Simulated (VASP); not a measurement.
# CuI (R-3m) in VASP: single point with PBE

Aim: the single point of CuI with PBE.

All numbers are computed with VASP 6.6.1; they aren't measurements. Logs are shortened: lines on timing, memory, paths and dates and some standing lists are left out, and cuts for length are marked.

### 1 The cell of the first run

The typed cell holds 2 atoms: a = 4.056 Å, b = 4.056 Å, c = 4.056 Å, α = 59.98°, β = 59.98°, γ = 59.98°.

### 2 Single point, PBE

File POSCAR:

```
CuI
1.0
    2.0273877104      1.1705128387      3.3122966345
   -2.0273877104      1.1705128387      3.3122966345
    0.0000000000     -2.3410256824      3.3122966328
Cu I
1 1
Direct
    0.5000000000      0.5000000000      0.5000000000
    0.0000000000      0.0000000000      0.0000000000
```

File INCAR.step1:

```
PREC = Accurate
ENCUT = 520
EDIFF = 1E-6
ISMEAR = 0
SIGMA = 0.1
LREAL = False
LASPH = True
NELM = 100
ALGO = Normal
ISIF = 2
LWAVE = False
LCHARG = True
LMAXMIX = 4
GGA = PE
NBANDS = 16
```

File KPOINTS.step1:

```
Automatic mesh
0
Gamma
  18 18 18
```

File INCAR.step2:

```
PREC = Accurate
ENCUT = 520
EDIFF = 1E-6
ISMEAR = -5
SIGMA = 0.1
LREAL = False
LASPH = True
NELM = 100
ALGO = Normal
ISIF = 2
LWAVE = False
LCHARG = False
LMAXMIX = 4
GGA = PE
LORBIT = 11
NEDOS = 1001
ICHARG = 11
```

File KPOINTS.step2:

```
Automatic mesh
0
Gamma
  27 27 27
```

Potentials or basis: VASP PAW PBE potentials, release 64 (Cu, I).

On the command line:

```
cat potpaw_PBE.64/Cu/POTCAR potpaw_PBE.64/I/POTCAR > POTCAR
cp INCAR.step1 INCAR
cp KPOINTS.step1 KPOINTS
mpirun -np 1 vasp_std > vasp.out
cp INCAR.step2 INCAR
cp KPOINTS.step2 KPOINTS
mpirun -np 1 vasp_std > vasp.out
```

OUTCAR:

```text
PREC = Accurate
   ENCUT = 520
   EDIFF = 1E-6
   ISMEAR = -5
   LREAL = False
   LASPH = True
   NELM = 100
   ISIF = 2
   GGA = PE
   LORBIT = 11
   ICHARG = 11

 ion  position               nearest neighbor table
   1  0.500  0.500  0.500-   2 2.87   2 2.87   2 2.87   2 2.87   2 2.87   2 2.87
   2  0.000  0.000  0.000-   1 2.87   1 2.87   1 2.87   1 2.87   1 2.87   1 2.87

  LATTYP: Found a trigonal (rhomboedric) cell.
 ALAT       =     4.0560707870
 COS(alpha) =     0.5003193138

  Lattice vectors:

 A1 = (   2.0273877104,   1.1705128387,   3.3122966345)
 A2 = (  -2.0273877104,   1.1705128387,   3.3122966345)
 A3 = (   0.0000000000,  -2.3410256824,   3.3122966328)

Analysis of symmetry for initial positions (statically):
=====================================================================
 Subroutine PRICEL returns:
 Original cell was already a primitive cell.

 Routine SETGRP: Setting up the symmetry group for a
 trigonal (rhombohedral) supercell.

 Subroutine GETGRP returns: Found 12 space group operations
 (whereof 12 operations were pure point group operations)
 out of a pool of 12 trial point group operations.

The static configuration has the point symmetry D_3d.

Analysis of symmetry for dynamics (positions and initial velocities):
=====================================================================
 Subroutine PRICEL returns:
 Original cell was already a primitive cell.

 Routine SETGRP: Setting up the symmetry group for a
 trigonal (rhombohedral) supercell.

 Subroutine GETGRP returns: Found 12 space group operations
 (whereof 12 operations were pure point group operations)
 out of a pool of 12 trial point group operations.

The dynamic configuration has the point symmetry D_3d.

 Subroutine INISYM returns: Found 12 space group operations
 (whereof 12 operations are pure point group operations),
 and found     1 'primitive' translations

----------------------------------------------------------------------------------------

                                     Primitive cell

  volume of cell :      47.1621

  direct lattice vectors                    reciprocal lattice vectors
     2.027387710  1.170512839  3.312296635     0.246622783  0.142387730  0.100635109
    -2.027387710  1.170512839  3.312296635    -0.246622783  0.142387730  0.100635109
     0.000000000 -2.341025682  3.312296633     0.000000000 -0.284775461  0.100635109

  length of vectors
     4.056070787  4.056070787  4.056070787     0.302033919  0.302033919  0.302033919

  position of ions in fractional coordinates (direct lattice)
     0.500000000  0.500000000  0.500000000
     0.000000000  0.000000000  0.000000000

  ion indices of the primitive-cell ions
   primitive index   ion index
                 1           1
                 2           2

----------------------------------------------------------------------------------------

 KPOINTS: Automatic mesh

Automatic generation of k-mesh.
 Grid dimensions read from file:
 generate k-points for:   27   27   27

 Generating k-lattice:

  Cartesian coordinates                     Fractional coordinates (reciprocal lattice)
     0.009134177  0.005273620  0.003727226     0.037037037  0.000000000  0.000000000
    -0.009134177  0.005273620  0.003727226     0.000000000  0.037037037  0.000000000
     0.000000000 -0.010547239  0.003727226     0.000000000  0.000000000  0.037037037

  Length of vectors
     0.011186441  0.011186441  0.011186441

  Shift w.r.t. Gamma in fractional coordinates (k-lattice)
     0.000000000  0.000000000  0.000000000

 TETIRR: Found   9855 inequivalent tetrahedra from   118098

 Subroutine IBZKPT returns following result:
 ===========================================

 Found   1834 irreducible k-points:

 Following reciprocal coordinates:
            Coordinates               Weight
  0.000000  0.000000  0.000000      1.000000
  0.037037  0.000000  0.000000      6.000000
  0.074074  0.000000  0.000000      6.000000
  0.111111 -0.000000  0.000000      6.000000
  0.148148  0.000000 -0.000000      6.000000
  0.185185  0.000000  0.000000      6.000000
[... 16 lines left out ...]
  0.333333  0.037037  0.000000     12.000000
  0.370370  0.037037  0.000000     12.000000
 [... further k-points ...]
   k-points           NKPTS =   1834   k-points in BZ     NKDIM =   1834   number of bands    NBANDS=     13
   number of dos      NEDOS =   1001   number of ions     NIONS =      2
   total plane-waves  NPLWV =  27000
   dimension x,y,z NGX =    30 NGY =   30 NGZ =   30
   dimension x,y,z NGXF=    60 NGYF=   60 NGZF=   60
   ions per type =               1   1
   NGX,Y,Z   is equivalent  to a cutoff of  12.30, 12.30, 12.30 a.u.
   NGXF,Y,Z  is equivalent  to a cutoff of  24.59, 24.59, 24.59 a.u.
 SYSTEM =  unknown system
   PREC   = accura    normal or accurate (medium, high low for compatibility)
   ISTART =      0    job   : 0-new  1-cont  2-samecut
   ICHARG =     11    charge: 1-file 2-atom 10-const
   ISPIN  =      1    spin polarized calculation?
   LNONCOLLINEAR =      F non collinear calculations
   LSORBIT =      F    spin-orbit coupling
   LASPH  =      T    aspherical Exc in radial PAW
   ENCUT  =  520.0 eV  38.22 Ry    6.18 a.u.   7.54  7.54  7.54*2*pi/ulx,y,z
   NELM   =    100;   NELMIN=  2; NELMDL=  0     # of ELM steps
   EDIFF  = 0.1E-05   stopping-criterion for ELM
   LREAL  =      F    real-space projection
   EDIFFG = 0.1E-04   stopping-criterion for IOM
   NSW    =      0    number of steps for IOM
   IBRION =     -1    ionic relax: 0-MD 1-quasi-New 2-CG
   NFREE  =      0    steps in history (QN), initial steepest desc. (CG)
   ISIF   =      2    stress and relaxation
   ISYM   =      2    0-nonsym 1-usesym 2-fastsym
   POTIM  = 0.5000    time-step for ionic-motion
   TEBEG  =    0.0;   TEEND  =   0.0 temperature during run
   PSTRESS=    0.0 pullay stress
   NELECT =      18.0000    total number of electrons
   NUPDOWN=      -1.0000    fix difference up-down
   EMIN   =  10.00;   EMAX   =-10.00  energy-range for DOS
   EFERMI =   0.00;   METHOD = LEGACY
   ISMEAR =    -5;   SIGMA  =   0.10  broadening in eV -4-tet -1-fermi 0-gaus
   EFERMI_NEDOS =   21; number of points for ismear=-14 and -15
   IALGO  =     38    algorithm
   IMIX   =      4    mixing-type and parameters
     AMIX     =   0.40;   BMIX     =  1.00
     AMIX_MAG =   1.60;   BMIX_MAG =  1.00
  volume/ion in A,a.u.               =      23.58       159.13
  Fermi-wavevector in a.u.,A,eV,Ry     =   1.187502  2.244054 19.186419  1.410162
  Thomas-Fermi vector in A             =   2.323652
   LORBIT       =     11    0 simple, 1 ext, 2 COOP (PROOUT), +10 PAW based schemes
   GGA     = PE    functional components
   LHFCALC =     F    Hartree Fock is set to
   AEXX    =    0.0000 exact exchange contribution
   IVDW    =     0    specifies the selected vdW correction
   LEPSILON=     F    determine dielectric tensor
   LRPA    =     F    only Hartree local field effects (RPA)
 non-spin polarized calculation
 Fermi weights with tetrahedron method with Bloechl corrections
  energy-cutoff  :      520.00
  volume of cell :       47.16
 maximum number of plane-waves:      1299

 number of electron      18.0000001 magnetization

 Free energy of the ion-electron system (eV)
  ---------------------------------------------------
  ext. energy  EPLUGINS =         0.00000000
  ---------------------------------------------------
  free energy    TOTEN  =        -5.09337515 eV

  energy without entropy =       -5.09337515  energy(sigma->0) =       -5.09337515

 E-fermi :   6.0814     XC(G=0):  -9.9964

 val. band max:        6.0976792329   @ k =   0.4444   0.4444   0.4444
 cond. band min:       6.0795740960   @ k =   0.4815   0.0370   0.0000
 fundamental gap:     -0.0181051369
 Fermi energy:         6.0814094961

 k-point     1 :       0.0000    0.0000    0.0000
  band No.  band energies     occupation
      1      -8.1049      2.00000
      2       4.1987      2.00000
      3       4.1987      2.00000
      4       4.2191      2.00000
      5       4.2197      2.00000
      6       4.2197      2.00000
      7       4.3420      2.00000
      8       4.3459      2.00000
      9       4.3459      2.00000
     10       7.0082      0.00000
     11      13.4798      0.00000
     12      13.4862      0.00000
     13      13.4862      0.00000

 k-point     2 :       0.0370    0.0000    0.0000
  band No.  band energies     occupation
      1      -8.0947      2.00000
      2       4.0647      2.00000
      3       4.0660      2.00000
      4       4.0807      2.00000
      5       4.2195      2.00000
      6       4.2199      2.00000
      7       4.3576      2.00000
      8       4.4810      2.00000
      9       4.4833      2.00000
     10       7.1310      0.00000
     11      13.3367      0.00000
     12      13.4820      0.00000
     13      13.4876      0.00000

 k-point     3 :       0.0741    0.0000    0.0000
  band No.  band energies     occupation
      1      -8.0641      2.00000
      2       3.7459      2.00000
      3       3.8807      2.00000
      4       3.8823      2.00000
      5       4.2277      2.00000
      6       4.2280      2.00000
      7       4.3676      2.00000
      8       4.6713      2.00000
      9       4.6732      2.00000
     10       7.4419      0.00000
     11      13.0187      0.00000
     12      13.4532      0.00000
     13      13.4584      0.00000
[... 305 lines left out ...]
 k-point    23 :       0.3333    0.0370    0.0000
  band No.  band energies     occupation
      1      -7.4732      2.00000
      2       0.7360      2.00000
      3       2.8698      2.00000
      4       2.9077      2.00000
      5       4.3582      2.00000
      6       4.3802      2.00000
      7       4.4696      2.00000
      8       5.6569      2.00000
      9       5.8686      2.00000
     10       9.2388      0.00000
     11      10.8864      0.00000
     12      11.4777      0.00000
     13      11.9932      0.00000

 k-point    24 :       0.3704    0.0370    0.0000
  band No.  band energies     occupation
      1      -7.3711      2.00000
      2       0.4073      2.00000
      3       2.7846      2.00000
      4       2.8174      2.00000
      5       4.3818      2.00000
      6       4.4014      2.00000
      7       4.4873      2.00000
      8       5.7859      2.00000
      9       5.9659      2.00000
     10       9.1983      0.00000
     11      10.6739      0.00000
     12      11.2037      0.00000
     13      11.9900      0.00000

 [... further k-points ...]

------------------------ aborting loop because EDIFF is reached ----------------------------------------

  FORCE on cell =-STRESS in cart. coord.  units (eV):
  Direction    XX          YY          ZZ          XY          YZ          ZX
  --------------------------------------------------------------------------------------
  -------------------------------------------------------------------------------------
  Total        0.4189466      0.4189466      0.4142744      0.0000000     -0.0000000      0.0000000
  in kB       14.2323238     14.2323238     14.0736009      0.0000000     -0.0000000      0.0000000
  external PRESSURE =      14.1794162 kB  Pullay stress =       0.0000000 kB

 VOLUME and BASIS-vectors are now :
 -----------------------------------------------------------------------------
  energy-cutoff  :      520.00
  volume of cell :       47.16
      direct lattice vectors                 reciprocal lattice vectors
     2.027387710  1.170512839  3.312296635     0.246622783  0.142387730  0.100635109
    -2.027387710  1.170512839  3.312296635    -0.246622783  0.142387730  0.100635109
     0.000000000 -2.341025682  3.312296633     0.000000000 -0.284775461  0.100635109

 POSITION                                       TOTAL-FORCE (eV/Angst)
 -----------------------------------------------------------------------------------
      0.00000     -0.00000      4.96844         0.000000     -0.000000      0.000000
      0.00000      0.00000      0.00000        -0.000000      0.000000     -0.000000
 -----------------------------------------------------------------------------------
    total drift:                               -0.000000      0.000000      0.000000

  FREE ENERGIE OF THE ION-ELECTRON SYSTEM (eV)
  ---------------------------------------------------
  free  energy   TOTEN  =        -5.0933751515 eV

  energy  without entropy=       -5.0933751515  energy(sigma->0) =       -5.09337515

 total charge

# of ion       s       p       d       tot
------------------------------------------
    1        0.284   0.181   9.351   9.816
    2        1.512   2.724   0.046   4.282
--------------------------------------------------
tot          1.795   2.905   9.398  14.097
```

Wall time 8.8 min (1 thread of AMD EPYC 9R45 (Zen 5), shared host); peak memory 1.2 GiB.

Results:

- Valence electrons inside the program's atomic spheres: Cu 9.82; I 4.28

Levels at points of the mesh, in eV from the Fermi level:
```tsv
k point	band 5	band 6	band 7	band 8	band 9	band 10	band 11	band 12	band 13
(0.00, 0.00, 0.00)	-1.86	-1.86	-1.74	-1.74	-1.74	0.93	7.40	7.40	7.40
```

Caveat: spin-orbit coupling is left out, which moves the levels of the heavy elements; tetrahedron occupations give inexact forces and stress in metals.
